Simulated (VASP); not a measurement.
Set up this calculation in VASP 6.6.1, as the native input.

```
Task                   : single point
Functional             : PBEsol
Potentials or basis    : VASP PAW PBE potentials, release 64 (Ga_d, Sb)
Cutoff                 : 520 eV
k mesh                 : 10 × 10 × 10
Occupations            : gaussian, width 0.15 eV
Spin                   : no spin polarisation
Dipole correction      : no
Further INCAR settings : ALGO = Normal; EDIFF = 1e-07; NBANDS = 22
```

The structure of GaSb3 lies in POSCAR:

```
GaSb3
1.0
    0.0000000000      3.6775808051      3.3944070831
    3.6775808051      0.0000000000      3.3944070831
    3.6775808051      3.6775808051      0.0000000000
Ga Sb
1 3
Direct
    0.0000000000      0.0000000000      0.0000000000
    0.2500000000      0.2500000000      0.2500000000
    0.7500000000      0.7500000000      0.7500000000
    0.5000000000      0.5000000000      0.5000000000
```

This cell differs from its parent crystal: volume 22.954 Å^3 an atom, c/a of the conventional cell 0.9230.

These files were run (other wordings do the same):

INCAR

```
SYSTEM = GaSb3
PREC = Accurate
ENCUT = 520
EDIFF = 1E-7
ISMEAR = 0
SIGMA = 0.15
LREAL = .FALSE.
LASPH = .TRUE.
NELM = 80
ALGO = Normal
ISIF = 2
LWAVE = .FALSE.
LCHARG = .FALSE.
GGA = PS
NBANDS = 22
```

KPOINTS

```
regular mesh
0
G
  10 10 10
  0 0 0
```

Potentials or basis: VASP PAW PBE potentials, release 64 (Ga_d, Sb).

The run is started by

```console
$ cat potpaw_PBE.64/Ga_d/POTCAR potpaw_PBE.64/Sb/POTCAR > POTCAR
$ mpirun -np 1 vasp_std > vasp.out
```

It gave:

```yaml
Pressure: 4.4 GPa
Band_gap_on_the_k_mesh: zero (band 14 reaches 10.83 eV, above the bottom of band 15 at 6.10 eV)
```

Caveat: the PAW data sets were made with another functional, which shifts forces and pressure a little; spin-orbit coupling is left out, which moves the levels of the heavy elements.

Run time: 3.4 min on 1 thread of Intel Xeon 6975P-C (shared host), peak memory 0.37 GiB.
